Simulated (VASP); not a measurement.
# Sn in VASP: density of states with PBE

Aim: the density of states of Sn with PBE.

Everything below comes from runs of VASP 6.6.1. Logs are shortened: lines on timing, memory, paths and dates and some standing lists are left out, and cuts for length are marked.

**1. The cell of the first run**

The cell holds a slab with vacuum, 4 atoms: a = 4.706 Å, b = 4.706 Å, c = 20.992 Å, α = 90.00°, β = 90.00°, γ = 90.00°.

**2. Density of states, PBE**

The input, POSCAR:

```
Sn
1.0
    4.7064645918      0.0000000000      0.0000000000
    0.0000000000      4.7064645918      0.0000000000
    0.0000000000      0.0000000000     20.9920000000
Sn
4
Direct
    0.0000000000      0.2500000000      0.3810985246
    0.5000000000      0.2500000000      0.4603661749
    0.5000000000      0.7500000000      0.5396338251
    0.0000000000      0.7500000000      0.6189014754
```

The input, INCAR.step1:

```
SYSTEM = Sn
ALGO = Normal ; DIPOL = 0.5 0.5 0.500
EDIFF = 1E-6 ; ENCUT = 400
GGA = PE ; GGA_COMPAT = .False.
IDIPOL = 3 ; ISIF = 2
ISMEAR = -1 ; LASPH = .True.
LCHARG = .True. ; LDIPOL = .True.
LORBIT = 11 ; LREAL = .False.
LWAVE = .False. ; NBANDS = 36
NEDOS = 2001 ; NELM = 120
NELMDL = -8 ; PREC = Accurate
SIGMA = 0.02
```

The input, KPOINTS.step1:

```
k-points
0
Gamma
  7 7 1
  0 0 0
```

The input, INCAR.step2:

```
SYSTEM = Sn
ALGO = Normal ; DIPOL = 0.5 0.5 0.500
EDIFF = 1E-6 ; ENCUT = 400
GGA = PE ; GGA_COMPAT = .False.
ICHARG = 11 ; IDIPOL = 3
ISIF = 2 ; ISMEAR = -5
LASPH = .True. ; LCHARG = .False.
LDIPOL = .True. ; LORBIT = 11
LREAL = .False. ; LWAVE = .False.
NEDOS = 2001 ; NELM = 120
NELMDL = -8 ; PREC = Accurate
SIGMA = 0.02
```

The input, KPOINTS.step2:

```
k-points
0
Gamma
  11 11 1
  0 0 0
```

Potentials or basis: VASP PAW PBE potentials, release 64 (Sn_d).

Command:

```
$ cat potpaw_PBE.64/Sn_d/POTCAR > POTCAR
$ cp INCAR.step1 INCAR
$ cp KPOINTS.step1 KPOINTS
$ mpirun -np 1 vasp_std > vasp.out
$ cp INCAR.step2 INCAR
$ cp KPOINTS.step2 KPOINTS
$ mpirun -np 1 vasp_std > vasp.out
```

OUTCAR:

```text
SYSTEM = Sn
   EDIFF = 1E-6
   ENCUT = 400
   GGA = PE
   ICHARG = 11
   ISIF = 2
   ISMEAR = -5
   LASPH = .True.
   LORBIT = 11
   LREAL = .False.
   NELM = 120
   NELMDL = -8
   PREC = Accurate

 ion  position               nearest neighbor table
   1  0.000  0.250  0.381-   2 2.88   2 2.88
   2  0.500  0.250  0.460-   3 2.88   3 2.88   1 2.88   1 2.88
   3  0.500  0.750  0.540-   2 2.88   2 2.88   4 2.88   4 2.88
   4  0.000  0.750  0.619-   3 2.88   3 2.88

  LATTYP: Found a simple tetragonal cell.
 ALAT       =     4.7064645918
 C/A-ratio  =     4.4602481524

  Lattice vectors:

 A1 = (   4.7064645918,   0.0000000000,   0.0000000000)
 A2 = (   0.0000000000,   4.7064645918,   0.0000000000)
 A3 = (   0.0000000000,   0.0000000000,  20.9920000000)

Analysis of symmetry for initial positions (statically):
=====================================================================
 Subroutine PRICEL returns:
 Original cell was already a primitive cell.

 Routine SETGRP: Setting up the symmetry group for a
 simple tetragonal supercell.

 Subroutine GETGRP returns: Found  8 space group operations
 (whereof  4 operations were pure point group operations)
 out of a pool of 16 trial point group operations.

The static configuration has the point symmetry C_2h.
 The point group associated with its full space group is D_2h.

Analysis of symmetry for dynamics (positions and initial velocities):
=====================================================================
 Subroutine PRICEL returns:
 Original cell was already a primitive cell.

 Routine SETGRP: Setting up the symmetry group for a
 simple tetragonal supercell.

 Subroutine GETGRP returns: Found  8 space group operations
 (whereof  4 operations were pure point group operations)
 out of a pool of 16 trial point group operations.

The dynamic configuration has the point symmetry C_2h.
 The point group associated with its full space group is D_2h.

 Subroutine INISYM returns: Found  8 space group operations
 (whereof  4 operations are pure point group operations),
 and found     1 'primitive' translations

----------------------------------------------------------------------------------------

                                     Primitive cell

  volume of cell :     464.9898

  direct lattice vectors                    reciprocal lattice vectors
     4.706464592  0.000000000  0.000000000     0.212473712  0.000000000  0.000000000
     0.000000000  4.706464592  0.000000000     0.000000000  0.212473712  0.000000000
     0.000000000  0.000000000 20.992000000     0.000000000  0.000000000  0.047637195

  length of vectors
     4.706464592  4.706464592 20.992000000     0.212473712  0.212473712  0.047637195

  position of ions in fractional coordinates (direct lattice)
     0.000000000  0.250000000  0.381098525
     0.500000000  0.250000000  0.460366175
     0.500000000  0.750000000  0.539633825
     0.000000000  0.750000000  0.618901475

  ion indices of the primitive-cell ions
   primitive index   ion index
                 1           1
                 2           2
                 3           3
                 4           4

----------------------------------------------------------------------------------------

 KPOINTS: k-points

Automatic generation of k-mesh.
 Grid dimensions read from file:
 generate k-points for:   11   11    1

 Generating k-lattice:

  Cartesian coordinates                     Fractional coordinates (reciprocal lattice)
     0.019315792  0.000000000  0.000000000     0.090909091  0.000000000  0.000000000
     0.000000000  0.019315792  0.000000000     0.000000000  0.090909091  0.000000000
     0.000000000  0.000000000  0.047637195     0.000000000  0.000000000  1.000000000

  Length of vectors
     0.019315792  0.019315792  0.047637195

  Shift w.r.t. Gamma in fractional coordinates (k-lattice)
     0.000000000  0.000000000  0.000000000

 TETIRR: Found    331 inequivalent tetrahedra from      726

 Subroutine IBZKPT returns following result:
 ===========================================

 Found     36 irreducible k-points:

 Following reciprocal coordinates:
            Coordinates               Weight
  0.000000  0.000000  0.000000      1.000000
  0.090909  0.000000  0.000000      2.000000
  0.000000  0.090909  0.000000      2.000000
  0.181818  0.000000  0.000000      2.000000
  0.000000  0.181818  0.000000      2.000000
  0.272727  0.000000  0.000000      2.000000
[... 16 lines left out ...]
 -0.181818  0.272727  0.000000      4.000000
  0.363636  0.181818  0.000000      4.000000
 [... further k-points ...]
   k-points           NKPTS =     36   k-points in BZ     NKDIM =     36   number of bands    NBANDS=     33
   number of dos      NEDOS =   2001   number of ions     NIONS =      4
   total plane-waves  NPLWV = 143360
   dimension x,y,z NGX =    32 NGY =   32 NGZ =  140
   dimension x,y,z NGXF=    64 NGYF=   64 NGZF=  280
   ions per type =               4
   NGX,Y,Z   is equivalent  to a cutoff of  11.30, 11.30, 11.09 a.u.
   NGXF,Y,Z  is equivalent  to a cutoff of  22.61, 22.61, 22.17 a.u.
 SYSTEM =  Sn
   PREC   = accura    normal or accurate (medium, high low for compatibility)
   ISTART =      0    job   : 0-new  1-cont  2-samecut
   ICHARG =     11    charge: 1-file 2-atom 10-const
   ISPIN  =      1    spin polarized calculation?
   LNONCOLLINEAR =      F non collinear calculations
   LSORBIT =      F    spin-orbit coupling
   LASPH  =      T    aspherical Exc in radial PAW
   ENCUT  =  400.0 eV  29.40 Ry    5.42 a.u.   7.68  7.68 34.23*2*pi/ulx,y,z
   NELM   =    120;   NELMIN=  2; NELMDL= -8     # of ELM steps
   EDIFF  = 0.1E-05   stopping-criterion for ELM
   LREAL  =      F    real-space projection
   EDIFFG = 0.1E-04   stopping-criterion for IOM
   NSW    =      0    number of steps for IOM
   IBRION =     -1    ionic relax: 0-MD 1-quasi-New 2-CG
   NFREE  =      0    steps in history (QN), initial steepest desc. (CG)
   ISIF   =      2    stress and relaxation
   ISYM   =      2    0-nonsym 1-usesym 2-fastsym
   POTIM  = 0.5000    time-step for ionic-motion
   TEBEG  =    0.0;   TEEND  =   0.0 temperature during run
   PSTRESS=    0.0 pullay stress
   NELECT =      56.0000    total number of electrons
   NUPDOWN=      -1.0000    fix difference up-down
   EMIN   =  10.00;   EMAX   =-10.00  energy-range for DOS
   EFERMI =   0.00;   METHOD = LEGACY
   ISMEAR =    -5;   SIGMA  =   0.02  broadening in eV -4-tet -1-fermi 0-gaus
   EFERMI_NEDOS =   21; number of points for ismear=-14 and -15
   IALGO  =     38    algorithm
   IMIX   =      4    mixing-type and parameters
     AMIX     =   0.40;   BMIX     =  1.00
     AMIX_MAG =   1.60;   BMIX_MAG =  1.00
  volume/ion in A,a.u.               =     116.25       784.48
  Fermi-wavevector in a.u.,A,eV,Ry     =   0.808456  1.527760  8.892782  0.653601
  Thomas-Fermi vector in A             =   1.917265
   LORBIT       =     11    0 simple, 1 ext, 2 COOP (PROOUT), +10 PAW based schemes
   GGA     = PE    functional components
   LHFCALC =     F    Hartree Fock is set to
   AEXX    =    0.0000 exact exchange contribution
   IVDW    =     0    specifies the selected vdW correction
   LEPSILON=     F    determine dielectric tensor
   LRPA    =     F    only Hartree local field effects (RPA)
 non-spin polarized calculation
 Fermi weights with tetrahedron method with Bloechl corrections
  energy-cutoff  :      400.00
  volume of cell :      464.99
 maximum number of plane-waves:      8480

 number of electron      55.9999931 magnetization

 dipolmoment           0.000000      0.000000      0.000000 electrons x Angstroem

 Free energy of the ion-electron system (eV)
  ---------------------------------------------------
  ext. energy  EPLUGINS =         0.00000000
  ---------------------------------------------------
  free energy    TOTEN  =       -13.11352801 eV

  energy without entropy =      -13.11352801  energy(sigma->0) =      -13.11352801

 E-fermi :  -1.5534     XC(G=0):  -3.4893

 val. band max:       -1.5898338963   @ k =  -0.2727   0.4545   0.0000
 cond. band min:      -1.5684104268   @ k =   0.3636   0.3636   0.0000
 fundamental gap:      0.0214234695
 Fermi energy:        -1.5534340712

 k-point     1 :       0.0000    0.0000    0.0000
  band No.  band energies     occupation
      1     -22.8932      2.00000
      2     -22.8885      2.00000
      3     -22.8270      2.00000
      4     -22.8204      2.00000
      5     -22.8192      2.00000
      6     -22.8144      2.00000
[... 25 lines left out ...]
     32       0.1012      0.00000
     33       0.8025      0.00000

 k-point     2 :       0.0909    0.0000    0.0000
  band No.  band energies     occupation
      1     -22.8940      2.00000
      2     -22.8897      2.00000
      3     -22.8274      2.00000
      4     -22.8209      2.00000
      5     -22.8208      2.00000
      6     -22.8148      2.00000
[... 25 lines left out ...]
     32       0.5396      0.00000
     33       0.7586      0.00000
[... 754 lines left out ...]
     32       1.4801      0.00000
     33       1.9903      0.00000

 k-point    24 :       0.3636    0.1818    0.0000
  band No.  band energies     occupation
      1     -22.9012      2.00000
      2     -22.8980      2.00000
      3     -22.8352      2.00000
      4     -22.8280      2.00000
      5     -22.8250      2.00000
      6     -22.8152      2.00000
[... 25 lines left out ...]
     32       1.6319      0.00000
     33       2.0361      0.00000

 [... further k-points ...]

------------------------ aborting loop because EDIFF is reached ----------------------------------------

 vacuum level on the upper side and lower side of the slab       (xc-potential included)        -0.085        -0.085

  FORCE on cell =-STRESS in cart. coord.  units (eV):
  Direction    XX          YY          ZZ          XY          YZ          ZX
  --------------------------------------------------------------------------------------
  -------------------------------------------------------------------------------------
  Total       -1.1550044     -0.7462020     -0.0651891      0.0000000      0.0000000      0.0000000
  in kB       -3.9797045     -2.5711274     -0.2246168      0.0000000      0.0000000      0.0000000
  external PRESSURE =      -2.2584829 kB  Pullay stress =       0.0000000 kB

 VOLUME and BASIS-vectors are now :
 -----------------------------------------------------------------------------
  energy-cutoff  :      400.00
  volume of cell :      464.99
      direct lattice vectors                 reciprocal lattice vectors
     4.706464592  0.000000000  0.000000000     0.212473712  0.000000000  0.000000000
     0.000000000  4.706464592  0.000000000     0.000000000  0.212473712  0.000000000
     0.000000000  0.000000000 20.992000000     0.000000000  0.000000000  0.047637195

 POSITION                                       TOTAL-FORCE (eV/Angst)
 -----------------------------------------------------------------------------------
      0.00000      1.17662      8.00002         0.000000     -0.000000      0.070926
      2.35323      1.17662      9.66401         0.000000      0.000000     -0.282154
      2.35323      3.52985     11.32799         0.000000      0.000000      0.282154
      0.00000      3.52985     12.99198         0.000000      0.000000     -0.070926
 -----------------------------------------------------------------------------------
    total drift:                                0.000000      0.000000      0.000000

  FREE ENERGIE OF THE ION-ELECTRON SYSTEM (eV)
  ---------------------------------------------------
  free  energy   TOTEN  =       -13.1135280107 eV

  energy  without entropy=      -13.1135280107  energy(sigma->0) =      -13.11352801

 vacuum level on the upper side and lower side of the slab         2.806         2.806

 total charge

# of ion       s       p       d       tot
------------------------------------------
    1        1.295   0.892   9.941  12.127
    2        1.192   1.133   9.959  12.284
    3        1.192   1.133   9.959  12.284
    4        1.295   0.892   9.941  12.127
--------------------------------------------------
tot          4.973   4.049  39.799  48.822
```

Run time: 4.2 min. Hardware: 1 thread of Intel Xeon Platinum 8488C (Sapphire Rapids), shared host; peak memory 0.5 GiB.

Results:

| Property | Result |
| --- | --- |
| Valence electrons inside the program's atomic spheres | Sn 12.13, 12.28 |

Caveat: spin-orbit coupling is left out, which moves the levels of the heavy elements; tetrahedron occupations give inexact forces and stress in metals.
